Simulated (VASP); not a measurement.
Crystal: C.

```xyz
6
Lattice="3.3952 1.9602 0.7910 -3.3952 1.9602 0.7910 0.0000 -3.9205 0.7910" Properties=species:S:1:pos:R:3 pbc="T T T"
C     2.1087   -1.2174    1.4219
C     0.0000   -2.4349    0.9512
C    -2.1087   -1.2174    1.4219
C     2.1087    1.2174    0.9512
C     0.0000    2.4349    1.4219
C    -2.1087    1.2174    0.9512
```

The cell was built from a structure type or drawn by symmetry, and may not be a known phase.

```yaml
Program: VASP 6.6.1
Task: relaxation of cell and atoms
Functional: PBE
Potentials_or_basis: VASP PAW PBE potentials, release 64 (C)
Cutoff: 600 eV
k_mesh: 6 × 6 × 6
Occupations: gaussian, width 0.1 eV
Spin: no spin polarisation
```

At the start: pressure 53.1 GPa; volume 5.26 Å³/atom.

Q: Where does the relaxation end?

A: Over 11 steps the energy falls by 193.8 meV/atom and the volume is 6.08 Å³/atom (+15.4 %); space group R-3m (No. 166, to 0.1 Å) before and after.

Step by step:
| step | energy change (eV) | largest force (eV/Å) | pressure (GPa) | volume (Å³) |
| --- | --- | --- | --- | --- |
| 1 | 0.0000 | 2.8013 | 53.12 | 31.59 |
| 2 | 0.0013 | 4.6665 | -11.43 | 40.26 |
| 3 | -1.0243 | 1.4999 | 13.90 | 35.28 |
| 4 | -0.5407 | 2.7140 | -29.93 | 39.51 |
| 5 | -1.1476 | 0.2101 | -2.68 | 36.49 |
| 6 | -1.1480 | 0.1516 | -2.00 | 36.43 |
| 7 | -1.1595 | 0.0934 | 0.97 | 36.34 |
| 8 | -1.1614 | 0.1008 | 0.12 | 36.36 |
| 9 | -1.1624 | 0.0940 | 0.81 | 36.37 |
| 10 | -1.1624 | 0.0772 | 0.71 | 36.37 |
| 11 | -1.1629 | 0.0344 | -0.06 | 36.46 |

Final structure:
```yaml
crystal:
  lattice:
    - [3.52974, 2.03790, 0.84477]
    - [-3.52974, 2.03790, 0.84477]
    - [0.00000, -4.07579, 0.84477]
  atoms:
    - { symbol: C, position: [0.83619, 0.21107, 0.83619] }
    - { symbol: C, position: [0.16381, 0.16381, 0.78893] }
    - { symbol: C, position: [0.21107, 0.83619, 0.83619] }
    - { symbol: C, position: [0.78893, 0.16381, 0.16381] }
    - { symbol: C, position: [0.83619, 0.83619, 0.21107] }
    - { symbol: C, position: [0.16381, 0.78893, 0.16381] }
```

Caveat: the k points lie up to 0.45 Å⁻¹ apart in the final cell; the volume moved by over 15 % at a fixed basis, so the end points are rough.
